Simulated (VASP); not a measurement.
# Ag (I4/mmm) in VASP: a series of runs

Runs on Ag. Level: PBEsol. Tasks: single point.

Program: VASP 6.6.1. These are calculated values, not measurements. Logs are shortened: lines on timing, memory, paths and dates and some standing lists are left out, and cuts for length are marked.

## (1) The cell of the first run

The structure is tetragonal, space group I4/mmm (No. 139). Conventional cell: a = 3.311 Å, b = 3.311 Å, c = 3.361 Å, α = 90.00°, β = 90.00°, γ = 90.00°. Ag (site symmetry 4/mmm) has 14 Ag at 2.88 to 3.36 Å within 3.8 Å.

## (2) Single point, PBEsol (strain +0.0150 x Voigt [1, 0, 0, 0, 0, 0])

INCAR reads:

```
PREC     = Accurate       # precision mode
ENCUT    = 520            # plane-wave cutoff, eV
EDIFF    = 1E-6           # SCF threshold, eV
ISMEAR   = 0              # smearing method
SIGMA    = 0.15           # smearing width, eV
LREAL    = F              # projectors in reciprocal space
LASPH    = T              # aspherical terms in the spheres
NELM     = 60             # most SCF steps
ALGO     = Fast           # electronic algorithm
ISIF     = 2              # what is computed and relaxed
LWAVE    = F              # write WAVECAR
LCHARG   = F              # write CHGCAR
GGA      = PS             # functional
NBANDS   = 12             # bands
```

KPOINTS reads:

```
Automatic mesh
0
Gamma
  20 20 20
```

POSCAR reads:

```
Ag
1.0
   -1.6804888100      1.6556540000      1.6556540000
    1.6804888100     -1.6556540000      1.6556540000
    1.6804888100      1.6556540000     -1.6556540000
Ag
1
Direct
    0.0000000000      0.0000000000      0.0000000000
```

Potentials or basis: VASP PAW PBE potentials, release 64 (Ag).

Run with:

```sh
cat potpaw_PBE.64/Ag/POTCAR > POTCAR
mpirun -np 1 vasp_std > vasp.out
```

OUTCAR:

```text
PREC = Accurate
   ENCUT = 520
   EDIFF = 1E-6
   ISMEAR = 0
   LREAL = F
   LASPH = T
   NELM = 60
   ISIF = 2
   GGA = PS

 ion  position               nearest neighbor table
   1  0.000  0.000  0.000-

  LATTYP: Found a body centered tetragonal cell.
 ALAT       =     3.3113080000
 C/A-ratio  =     1.0150000000

  Lattice vectors:

 A1 = (  -1.6804888100,   1.6556540000,  -1.6556540000)
 A2 = (  -1.6804888100,  -1.6556540000,   1.6556540000)
 A3 = (   1.6804888100,   1.6556540000,   1.6556540000)

Analysis of symmetry for initial positions (statically):
=====================================================================
 Subroutine PRICEL returns:
 Original cell was already a primitive cell.

 Routine SETGRP: Setting up the symmetry group for a
 body centered tetragonal supercell.

 Subroutine GETGRP returns: Found 16 space group operations
 (whereof 16 operations were pure point group operations)
 out of a pool of 16 trial point group operations.

The static configuration has the point symmetry D_4h.

Analysis of symmetry for dynamics (positions and initial velocities):
=====================================================================
 Subroutine PRICEL returns:
 Original cell was already a primitive cell.

 Routine SETGRP: Setting up the symmetry group for a
 body centered tetragonal supercell.

 Subroutine GETGRP returns: Found 16 space group operations
 (whereof 16 operations were pure point group operations)
 out of a pool of 16 trial point group operations.

The dynamic configuration has the point symmetry D_4h.

 Subroutine INISYM returns: Found 16 space group operations
 (whereof 16 operations are pure point group operations),
 and found     1 'primitive' translations

----------------------------------------------------------------------------------------

                                     Primitive cell

  volume of cell :      18.4262

  direct lattice vectors                    reciprocal lattice vectors
    -1.680488810  1.655654000  1.655654000     0.000000000  0.301995465  0.301995465
     1.680488810 -1.655654000  1.655654000     0.297532478  0.000000000  0.301995465
     1.680488810  1.655654000 -1.655654000     0.297532478  0.301995465  0.000000000

  length of vectors
     2.882086566  2.882086566  2.882086566     0.427086083  0.423942020  0.423942020

  position of ions in fractional coordinates (direct lattice)
     0.000000000  0.000000000  0.000000000

  ion indices of the primitive-cell ions
   primitive index   ion index
                 1           1

----------------------------------------------------------------------------------------

 KPOINTS: Automatic mesh

Automatic generation of k-mesh.
 Grid dimensions read from file:
 generate k-points for:   20   20   20

 Generating k-lattice:

  Cartesian coordinates                     Fractional coordinates (reciprocal lattice)
     0.000000000  0.015099773  0.015099773     0.050000000  0.000000000  0.000000000
     0.014876624  0.000000000  0.015099773     0.000000000  0.050000000  0.000000000
     0.014876624  0.015099773  0.000000000     0.000000000  0.000000000  0.050000000

  Length of vectors
     0.021354304  0.021197101  0.021197101

  Shift w.r.t. Gamma in fractional coordinates (k-lattice)
     0.000000000  0.000000000  0.000000000

 Subroutine IBZKPT returns following result:
 ===========================================

 Found    641 irreducible k-points:

 Following reciprocal coordinates:
            Coordinates               Weight
  0.000000  0.000000  0.000000      1.000000
  0.050000  0.000000  0.000000      4.000000
  0.100000  0.000000  0.000000      4.000000
  0.150000  0.000000  0.000000      4.000000
  0.200000  0.000000  0.000000      4.000000
  0.250000  0.000000  0.000000      4.000000
[... 16 lines left out ...]
  0.050000  0.100000 -0.000000     16.000000
  0.100000  0.100000 -0.000000     16.000000
 [... further k-points ...]
   k-points           NKPTS =    641   k-points in BZ     NKDIM =    641   number of bands    NBANDS=     12
   number of dos      NEDOS =    301   number of ions     NIONS =      1
   total plane-waves  NPLWV =  13824
   dimension x,y,z NGX =    24 NGY =   24 NGZ =   24
   dimension x,y,z NGXF=    48 NGYF=   48 NGZF=   48
   ions per type =               1
   NGX,Y,Z   is equivalent  to a cutoff of  13.84, 13.84, 13.84 a.u.
   NGXF,Y,Z  is equivalent  to a cutoff of  27.69, 27.69, 27.69 a.u.
 SYSTEM =  unknown system
   PREC   = accura    normal or accurate (medium, high low for compatibility)
   ISTART =      0    job   : 0-new  1-cont  2-samecut
   ICHARG =      2    charge: 1-file 2-atom 10-const
   ISPIN  =      1    spin polarized calculation?
   LNONCOLLINEAR =      F non collinear calculations
   LSORBIT =      F    spin-orbit coupling
   LASPH  =      T    aspherical Exc in radial PAW
   ENCUT  =  520.0 eV  38.22 Ry    6.18 a.u.   5.36  5.36  5.36*2*pi/ulx,y,z
   NELM   =     60;   NELMIN=  2; NELMDL= -5     # of ELM steps
   EDIFF  = 0.1E-05   stopping-criterion for ELM
   LREAL  =      F    real-space projection
   EDIFFG = 0.1E-04   stopping-criterion for IOM
   NSW    =      0    number of steps for IOM
   IBRION =     -1    ionic relax: 0-MD 1-quasi-New 2-CG
   NFREE  =      0    steps in history (QN), initial steepest desc. (CG)
   ISIF   =      2    stress and relaxation
   ISYM   =      2    0-nonsym 1-usesym 2-fastsym
   POTIM  = 0.5000    time-step for ionic-motion
   TEBEG  =    0.0;   TEEND  =   0.0 temperature during run
   PSTRESS=    0.0 pullay stress
   NELECT =      11.0000    total number of electrons
   NUPDOWN=      -1.0000    fix difference up-down
   EMIN   =  10.00;   EMAX   =-10.00  energy-range for DOS
   EFERMI =   0.00;   METHOD = LEGACY
   ISMEAR =     0;   SIGMA  =   0.15  broadening in eV -4-tet -1-fermi 0-gaus
   EFERMI_NEDOS =   21; number of points for ismear=-14 and -15
   IALGO  =     68    algorithm
   IMIX   =      4    mixing-type and parameters
     AMIX     =   0.40;   BMIX     =  1.00
     AMIX_MAG =   1.60;   BMIX_MAG =  1.00
  volume/ion in A,a.u.               =      18.43       124.35
  Fermi-wavevector in a.u.,A,eV,Ry     =   1.378460  2.604911 25.853133  1.900152
  Thomas-Fermi vector in A             =   2.503519
   LORBIT       =      0    0 simple, 1 ext, 2 COOP (PROOUT), +10 PAW based schemes
   GGA     = PS    functional components
   LHFCALC =     F    Hartree Fock is set to
   AEXX    =    0.0000 exact exchange contribution
   IVDW    =     0    specifies the selected vdW correction
   LEPSILON=     F    determine dielectric tensor
   LRPA    =     F    only Hartree local field effects (RPA)
 non-spin polarized calculation
 RMM-DIIS sequential band-by-band and
 Gauss-broadening in eV      SIGMA  =   0.15
  energy-cutoff  :      520.00
  volume of cell :       18.43
 maximum number of plane-waves:       515
 NGX is ok and might be reduce to    24
   NGX = 11   NGY = 11   NGZ = 11

 number of electron      10.9999999 magnetization

 Free energy of the ion-electron system (eV)
  ---------------------------------------------------
  ext. energy  EPLUGINS =         0.00000000
  ---------------------------------------------------
  free energy    TOTEN  =        -3.22317568 eV

  energy without entropy =       -3.21836468  energy(sigma->0) =       -3.22077018

 E-fermi :   7.2039     XC(G=0): -11.9540

 val. band max:        7.1855384056   @ k =   0.3500   0.1000   0.0500
 cond. band min:       7.2214558943   @ k =   0.4500  -0.4000   0.1000
 fundamental gap:      0.0359174887
 Fermi energy:         7.2038547537

 k-point     1 :       0.0000    0.0000    0.0000
  band No.  band energies     occupation
      1      -0.0660      2.00000
      2       2.5750      2.00000
      3       2.5750      2.00000
      4       2.6347      2.00000
      5       3.7466      2.00000
      6       3.8135      2.00000
      7      24.6930      0.00000
      8      24.9335      0.00000
      9      24.9335      0.00000
     10      29.7432      0.00000
     11      30.1191      0.00000
     12      30.1331      0.00000

 k-point     2 :       0.0500    0.0000    0.0000
  band No.  band energies     occupation
      1       0.0129      2.00000
      2       2.5562      2.00000
      3       2.6177      2.00000
      4       2.6370      2.00000
      5       3.7491      2.00000
      6       3.7937      2.00000
      7      24.7147      0.00000
      8      24.7360      0.00000
      9      24.8892      0.00000
     10      29.0469      0.00000
     11      29.1249      0.00000
     12      29.2287      0.00000

 k-point     3 :       0.1000    0.0000    0.0000
  band No.  band energies     occupation
      1       0.2433      2.00000
      2       2.5021      2.00000
      3       2.6442      2.00000
      4       2.7436      2.00000
      5       3.7432      2.00000
      6       3.7567      2.00000
      7      23.9568      0.00000
      8      24.6552      0.00000
      9      24.8581      0.00000
     10      27.8990      0.00000
     11      28.1060      0.00000
     12      28.2287      0.00000

 k-point     4 :       0.1500    0.0000    0.0000
  band No.  band energies     occupation
      1       0.6010      2.00000
      2       2.4190      2.00000
      3       2.6668      2.00000
      4       2.9453      2.00000
      5       3.6850      2.00000
      6       3.7695      2.00000
      7      22.5569      0.00000
      8      24.0742      0.00000
      9      25.0403      0.00000
     10      26.7979      0.00000
     11      27.1289      0.00000
     12      28.0581      0.00000

 k-point     5 :       0.2000    0.0000    0.0000
  band No.  band energies     occupation
      1       1.0180      2.00000
      2       2.3162      2.00000
      3       2.7577      2.00000
      4       3.2103      2.00000
      5       3.6455      2.00000
      6       3.7877      2.00000
      7      20.7348      0.00000
      8      23.2458      0.00000
      9      25.2560      0.00000
     10      25.4699      0.00000
     11      26.7845      0.00000
     12      28.4628      0.00000
[... 228 lines left out ...]
      1       1.3131      2.00000
      2       1.8771      2.00000
      3       3.7628      2.00000
      4       3.8668      2.00000
      5       4.5700      2.00000
      6       7.3380      0.20580
      7      11.2051      0.00000
      8      19.8243      0.00000
      9      20.5413      0.00000
     10      26.2224      0.00000
     11      27.4467      0.00000
     12      31.2179      0.00000

 k-point    22 :       0.0000    0.1000   -0.0000
  band No.  band energies     occupation
      1       0.2385      2.00000
      2       2.5332      2.00000
      3       2.5902      2.00000
      4       2.7739      2.00000
      5       3.6866      2.00000
      6       3.8053      2.00000
      7      23.7574      0.00000
      8      24.6268      0.00000
      9      25.0966      0.00000
     10      27.8407      0.00000
     11      28.1095      0.00000
     12      28.4320      0.00000

 k-point    23 :       0.0500    0.1000   -0.0000
  band No.  band energies     occupation
      1       0.4591      2.00000
      2       2.5029      2.00000
      3       2.5718      2.00000
      4       2.9044      2.00000
      5       3.6612      2.00000
      6       3.7989      2.00000
      7      23.1061      0.00000
      8      24.1132      0.00000
      9      25.2410      0.00000
     10      26.5980      0.00000
     11      27.8146      0.00000
     12      28.5099      0.00000

 k-point    24 :       0.1000    0.1000   -0.0000
  band No.  band energies     occupation
      1       0.8020      2.00000
      2       2.4497      2.00000
      3       2.5386      2.00000
      4       3.1372      2.00000
      5       3.6130      2.00000
      6       3.8168      2.00000
      7      22.3156      0.00000
      8      22.8486      0.00000
      9      25.2497      0.00000
     10      25.4145      0.00000
     11      27.8300      0.00000
     12      28.8519      0.00000

 [... further k-points ...]
[... 5 lines left out ...]
  --------------------------------------------------------------------------------------
  -------------------------------------------------------------------------------------
  Total       -0.9247383     -0.9612206     -0.9612206      0.0000000      0.0000000      0.0000000
  in kB      -80.4071457    -83.5793245    -83.5793245      0.0000000      0.0000000      0.0000000
  external PRESSURE =     -82.5219316 kB  Pullay stress =       0.0000000 kB

 VOLUME and BASIS-vectors are now :
 -----------------------------------------------------------------------------
  energy-cutoff  :      520.00
  volume of cell :       18.43
      direct lattice vectors                 reciprocal lattice vectors
    -1.680488810  1.655654000  1.655654000     0.000000000  0.301995465  0.301995465
     1.680488810 -1.655654000  1.655654000     0.297532478  0.000000000  0.301995465
     1.680488810  1.655654000 -1.655654000     0.297532478  0.301995465  0.000000000

 POSITION                                       TOTAL-FORCE (eV/Angst)
 -----------------------------------------------------------------------------------
      0.00000      0.00000      0.00000        -0.000000     -0.000000     -0.000000
 -----------------------------------------------------------------------------------
    total drift:                                0.000000      0.000000      0.000000

  FREE ENERGIE OF THE ION-ELECTRON SYSTEM (eV)
  ---------------------------------------------------
  free  energy   TOTEN  =        -3.2231756818 eV

  energy  without entropy=       -3.2183646845  energy(sigma->0) =       -3.22077018
```

Wall time 1.8 min (1 thread of Intel Xeon Platinum 8375C at 2.90GHz (Ice Lake), shared host); peak memory 0.25 GiB.

What came out:

| Item | Value |
| --- | --- |
| Free energy | -3.2232 eV |
| Pressure | -8.3 GPa |

Caveat: the cell differs from its parent crystal (strain +0.0150 x Voigt [1, 0, 0, 0, 0, 0]); the PAW data sets were made with another functional, which shifts forces and pressure a little.

## (3) Single point, PBEsol (strain +0.0200 x Voigt [1, 0, 0, 0, 0, 0])

INCAR reads:

```
SYSTEM = Ag
PREC = Accurate
ENCUT = 520
EDIFF = 1E-7
ISMEAR = 0
SIGMA = 0.15
LREAL = .False.
LASPH = .True.
NELM = 100
ALGO = Normal
ISIF = 2
LWAVE = .False.
LCHARG = .False.
GGA = PS
NBANDS = 12
```

KPOINTS reads:

```
Automatic mesh
0
Gamma
  20 20 20
  0 0 0
```

POSCAR reads:

```
Ag
1.0
   -1.6887670800      1.6556540000      1.6556540000
    1.6887670800     -1.6556540000      1.6556540000
    1.6887670800      1.6556540000     -1.6556540000
Ag
1
Direct
    0.0000000000      0.0000000000      0.0000000000
```

Potentials or basis: VASP PAW PBE potentials, release 64 (Ag).

Run with:

```sh
cat potpaw_PBE.64/Ag/POTCAR > POTCAR
mpirun -np 1 vasp_std > vasp.out
```

It took 1.9 min on 1 thread of Intel Xeon Platinum 8375C at 2.90GHz (Ice Lake), shared host; peak memory 0.25 GiB.

It converged, with:

| Item | Value |
| --- | --- |
| Free energy | -3.2186 eV |
| Pressure | -8.6 GPa |

Stress tensor (GPa, compression positive):
```
-8.38  0.00  0.00
 0.00 -8.75  0.00
 0.00  0.00 -8.75
```

Levels at points of the mesh, in eV from the Fermi level:
```
           k point  band 2  band 3  band 4  band 5  band 6  band 7  band 8  band 9  band 10  band 11
(0.00, 0.00, 0.00)   -4.62   -4.62   -4.54   -3.46   -3.38   17.42   17.73   17.73    22.37    22.87
(0.50, 0.00, 0.00)   -5.34   -3.41   -3.29   -2.53    0.14    3.80   12.78   13.42    18.75    19.69
(0.00, 0.50, 0.00)   -5.25   -3.51   -3.32   -2.55    0.03    3.62   13.10   13.85    19.08    20.15
(0.50, 0.50, 0.50)   -5.83   -2.77   -2.75   -2.75    6.25    6.80    6.80   11.57    12.71    12.98
```

Caveat: the cell differs from its parent crystal (strain +0.0200 x Voigt [1, 0, 0, 0, 0, 0]); the PAW data sets were made with another functional, which shifts forces and pressure a little.

[end of part 1 of 2]
